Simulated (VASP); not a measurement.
# PbS (Cmcm) in VASP: single point with PBE

Aim: the single point of PbS with PBE.

All numbers are computed with VASP 6.6.1; they aren't measurements. Logs are shortened: lines on timing, memory, paths and dates and some standing lists are left out, and cuts for length are marked.

## Step 1: The cell of the first run

It takes space group Cmcm (No. 63, orthorhombic). The conventional cell has a = 4.192 Å, b = 12.226 Å, c = 4.297 Å, α = 90.00°, β = 90.00°, γ = 90.00°. Within 3.6 Å of Pb (site symmetry m2m) lie 5 S at 2.71 to 3.01 Å. Within 3.6 Å of S (site symmetry m2m) lie 5 Pb at 2.71 to 3.01 Å.

## Step 2: Single point, PBE

Contents of INCAR:

```
SYSTEM = PbS
PREC = Accurate
ENCUT = 520
EDIFF = 1E-7
ISMEAR = 0
SIGMA = 0.02
LREAL = .False.
LASPH = .True.
NELM = 80
ALGO = Normal
ISIF = 2
LWAVE = .False.
LCHARG = .False.
GGA = PE
NBANDS = 28
```

Contents of KPOINTS:

```
regular mesh
0
Gamma
  8 8 6
  0 0 0
```

Contents of POSCAR:

```
PbS
1.0
    2.0962230442     -6.1129586865      0.0000000000
    2.0962230442      6.1129586865      0.0000000000
    0.0000000000      0.0000000000      4.2970355921
Pb S
2 2
Direct
    0.8669099468      0.1330900532      0.7500000000
    0.1330900532      0.8669099468      0.2500000000
    0.6454763422      0.3545236578      0.7500000000
    0.3545236578      0.6454763422      0.2500000000
```

Potentials or basis: VASP PAW PBE potentials, release 64 (Pb_d, S).

The run is started by

```console
$ cat potpaw_PBE.64/Pb_d/POTCAR potpaw_PBE.64/S/POTCAR > POTCAR
$ mpirun -np 1 vasp_std > vasp.out
```

OUTCAR:

```text
SYSTEM = PbS
   PREC = Accurate
   ENCUT = 520
   EDIFF = 1E-7
   ISMEAR = 0
   LREAL = .False.
   LASPH = .True.
   NELM = 80
   ISIF = 2
   GGA = PE

 ion  position               nearest neighbor table
   1  0.867  0.133  0.750-   3 2.71   4 3.01   4 3.01   4 3.01   4 3.01   2 3.90   2 3.90
   2  0.133  0.867  0.250-   4 2.71   3 3.01   3 3.01   3 3.01   3 3.01   1 3.90   1 3.90
   3  0.645  0.355  0.750-   1 2.71   2 3.01   2 3.01   2 3.01   2 3.01
   4  0.355  0.645  0.250-   2 2.71   1 3.01   1 3.01   1 3.01   1 3.01

  LATTYP: Found a base centered orthorhombic cell.
 ALAT       =     4.1924460884
 B/A-ratio  =     2.9161776002
 C/A-ratio  =     1.0249471315

  Lattice vectors:

 A1 = (   2.0962230442,  -6.1129586865,   0.0000000000)
 A2 = (   2.0962230442,   6.1129586865,   0.0000000000)
 A3 = (   0.0000000000,   0.0000000000,   4.2970355921)

Analysis of symmetry for initial positions (statically):
=====================================================================
 Subroutine PRICEL returns:
 Original cell was already a primitive cell.

 Routine SETGRP: Setting up the symmetry group for a
 base centered orthorhombic supercell.

 Subroutine GETGRP returns: Found  8 space group operations
 (whereof  4 operations were pure point group operations)
 out of a pool of  8 trial point group operations.

The static configuration has the point symmetry C_2h.
 The point group associated with its full space group is D_2h.

Analysis of symmetry for dynamics (positions and initial velocities):
=====================================================================
 Subroutine PRICEL returns:
 Original cell was already a primitive cell.

 Routine SETGRP: Setting up the symmetry group for a
 base centered orthorhombic supercell.

 Subroutine GETGRP returns: Found  8 space group operations
 (whereof  4 operations were pure point group operations)
 out of a pool of  8 trial point group operations.

The dynamic configuration has the point symmetry C_2h.
 The point group associated with its full space group is D_2h.

 Subroutine INISYM returns: Found  8 space group operations
 (whereof  4 operations are pure point group operations),
 and found     1 'primitive' translations

----------------------------------------------------------------------------------------

                                     Primitive cell

  volume of cell :     110.1255

  direct lattice vectors                    reciprocal lattice vectors
     2.096223044 -6.112958686  0.000000000     0.238524236 -0.081793453  0.000000000
     2.096223044  6.112958686  0.000000000     0.238524236  0.081793453  0.000000000
[... 92 lines left out ...]
   NSW    =      0    number of steps for IOM
   IBRION =     -1    ionic relax: 0-MD 1-quasi-New 2-CG
   NFREE  =      0    steps in history (QN), initial steepest desc. (CG)
   ISIF   =      2    stress and relaxation
   ISYM   =      2    0-nonsym 1-usesym 2-fastsym
   POTIM  = 0.5000    time-step for ionic-motion
   TEBEG  =    0.0;   TEEND  =   0.0 temperature during run
   PSTRESS=    0.0 pullay stress
   NELECT =      40.0000    total number of electrons
   NUPDOWN=      -1.0000    fix difference up-down
   EMIN   =  10.00;   EMAX   =-10.00  energy-range for DOS
   EFERMI =   0.00;   METHOD = LEGACY
   ISMEAR =     0;   SIGMA  =   0.02  broadening in eV -4-tet -1-fermi 0-gaus
   EFERMI_NEDOS =   21; number of points for ismear=-14 and -15
   IALGO  =     38    algorithm
   IMIX   =      4    mixing-type and parameters
     AMIX     =   0.40;   BMIX     =  1.00
     AMIX_MAG =   1.60;   BMIX_MAG =  1.00
  volume/ion in A,a.u.               =      27.53       185.79
  Fermi-wavevector in a.u.,A,eV,Ry     =   1.168061  2.207315 18.563334  1.364367
  Thomas-Fermi vector in A             =   2.304553
   LORBIT       =      0    0 simple, 1 ext, 2 COOP (PROOUT), +10 PAW based schemes
   GGA     = PE    functional components
   LHFCALC =     F    Hartree Fock is set to
   AEXX    =    0.0000 exact exchange contribution
   IVDW    =     0    specifies the selected vdW correction
   LEPSILON=     F    determine dielectric tensor
   LRPA    =     F    only Hartree local field effects (RPA)
 non-spin polarized calculation
 Gauss-broadening in eV      SIGMA  =   0.02
  energy-cutoff  :      520.00
  volume of cell :      110.13
 maximum number of plane-waves:      2998
   NGX = 23   NGY = 23   NGZ = 15

 number of electron      40.0000002 magnetization

 Free energy of the ion-electron system (eV)
  ---------------------------------------------------
  ext. energy  EPLUGINS =         0.00000000
  ---------------------------------------------------
  free energy    TOTEN  =       -17.38652933 eV

  energy without entropy =      -17.38652933  energy(sigma->0) =      -17.38652933

 E-fermi :   4.6352     XC(G=0):  -9.4147

 val. band max:        4.5256054003   @ k =   0.5000   0.5000   0.3333
 cond. band min:       5.8104378084   @ k =   0.5000   0.5000   0.0000
 fundamental gap:      1.2848324082
 Fermi energy:         4.6351672314

 k-point     1 :       0.0000    0.0000    0.0000
  band No.  band energies     occupation
      1     -11.7727      2.00000
      2     -11.6852      2.00000
      3     -11.6844      2.00000
      4     -11.6715      2.00000
      5     -11.6487      2.00000
      6     -11.6436      2.00000
[... 733 lines left out ...]
     27      11.9497      0.00000
     28      12.4848      0.00000

 [... further k-points ...]

------------------------ aborting loop because EDIFF is reached ----------------------------------------

  FORCE on cell =-STRESS in cart. coord.  units (eV):
  Direction    XX          YY          ZZ          XY          YZ          ZX
  --------------------------------------------------------------------------------------
  -------------------------------------------------------------------------------------
  Total       -0.0467770     -0.0278650     -0.0595445      0.0000000      0.0000000      0.0000000
  in kB       -0.6805416     -0.4053976     -0.8662924      0.0000000      0.0000000      0.0000000
  external PRESSURE =      -0.6507438 kB  Pullay stress =       0.0000000 kB

 VOLUME and BASIS-vectors are now :
 -----------------------------------------------------------------------------
  energy-cutoff  :      520.00
  volume of cell :      110.13
      direct lattice vectors                 reciprocal lattice vectors
     2.096223044 -6.112958686  0.000000000     0.238524236 -0.081793453  0.000000000
     2.096223044  6.112958686  0.000000000     0.238524236  0.081793453  0.000000000
     0.000000000  0.000000000  4.297035592     0.000000000  0.000000000  0.232718575

 POSITION                                       TOTAL-FORCE (eV/Angst)
 -----------------------------------------------------------------------------------
      2.09622     -4.48581      3.22278         0.000000      0.008251      0.000000
      2.09622      4.48581      1.07426         0.000000     -0.008251     -0.000000
      2.09622     -1.77858      3.22278         0.000000      0.005659      0.000000
      2.09622      1.77858      1.07426         0.000000     -0.005659     -0.000000
 -----------------------------------------------------------------------------------
    total drift:                                0.000000     -0.000000     -0.000000

  FREE ENERGIE OF THE ION-ELECTRON SYSTEM (eV)
  ---------------------------------------------------
  free  energy   TOTEN  =       -17.3865293283 eV

  energy  without entropy=      -17.3865293283  energy(sigma->0) =      -17.38652933
```

OSZICAR:

```text
N       E                     dE             d eps       ncg     rms          rms(c)
DAV:   1     0.421308797292E+03    0.42131E+03   -0.18919E+04  4704   0.151E+03
DAV:   2     0.302942217841E+02   -0.39101E+03   -0.37883E+03  4780   0.402E+02
DAV:   3    -0.161949577818E+02   -0.46489E+02   -0.45421E+02  6092   0.155E+02
DAV:   4    -0.183662236614E+02   -0.21713E+01   -0.21628E+01  5620   0.351E+01
DAV:   5    -0.184532714750E+02   -0.87048E-01   -0.87032E-01  6240   0.739E+00    0.638E+00
DAV:   6    -0.173703501763E+02    0.10829E+01   -0.27007E+00  6592   0.106E+01    0.413E+00
DAV:   7    -0.173833500381E+02   -0.13000E-01   -0.48277E-01  5220   0.287E+00    0.274E+00
DAV:   8    -0.173940167508E+02   -0.10667E-01   -0.88893E-02  6468   0.236E+00    0.114E+00
DAV:   9    -0.173860408891E+02    0.79759E-02   -0.26875E-02  6608   0.126E+00    0.171E-01
DAV:  10    -0.173864655690E+02   -0.42468E-03   -0.20318E-03  5176   0.206E-01    0.531E-02
DAV:  11    -0.173865315907E+02   -0.66022E-04   -0.12542E-04  6708   0.773E-02    0.230E-02
DAV:  12    -0.173865317603E+02   -0.16962E-06   -0.25971E-05  6756   0.276E-02    0.213E-02
DAV:  13    -0.173865304779E+02    0.12825E-05   -0.42593E-06  6008   0.147E-02    0.144E-02
DAV:  14    -0.173865297282E+02    0.74969E-06   -0.12362E-06  5660   0.774E-03    0.356E-03
DAV:  15    -0.173865294399E+02    0.28823E-06   -0.20313E-07  3396   0.327E-03    0.147E-03
DAV:  16    -0.173865293075E+02    0.13241E-06   -0.13938E-07  3120   0.206E-03    0.545E-04
DAV:  17    -0.173865293283E+02   -0.20758E-07   -0.19704E-08  2800   0.153E-03
   1 F= -.17386529E+02 E0= -.17386529E+02  d E =-.544765E-17
```

stdout:

```text
POSCAR found type information on POSCAR PbS
 POSCAR found :  2 types and       4 ions
 scaLAPACK will be used
 LDA part: xc-table for (Slater+PW92), standard interpolation
 POSCAR, INCAR and KPOINTS ok, starting setup
 FFT: planning ... GRIDC
 FFT: planning ... GRID_SOFT
 FFT: planning ... GRID
 WAVECAR not read
 entering main loop
```

Run time: 7.9 min. Hardware: 1 thread of Intel Xeon 8259CL, shared host; peak memory 0.39 GiB.

Results:

| Quantity | Value |
| --- | --- |
| Free energy | -17.3865 eV |
| Pressure | -0.1 GPa |
| Largest force | 0.008 eV/Å |
| Band gap on the k mesh | 1.28 eV (least direct gap 1.50 eV) |

Forces in eV/Å, atoms in the order of the input:
```
Pb   0.000  0.008  0.000
Pb   0.000 -0.008  0.000
S    0.000  0.006  0.000
S    0.000 -0.006  0.000
```

Caveat: spin-orbit coupling is left out, which moves the levels of the heavy elements.
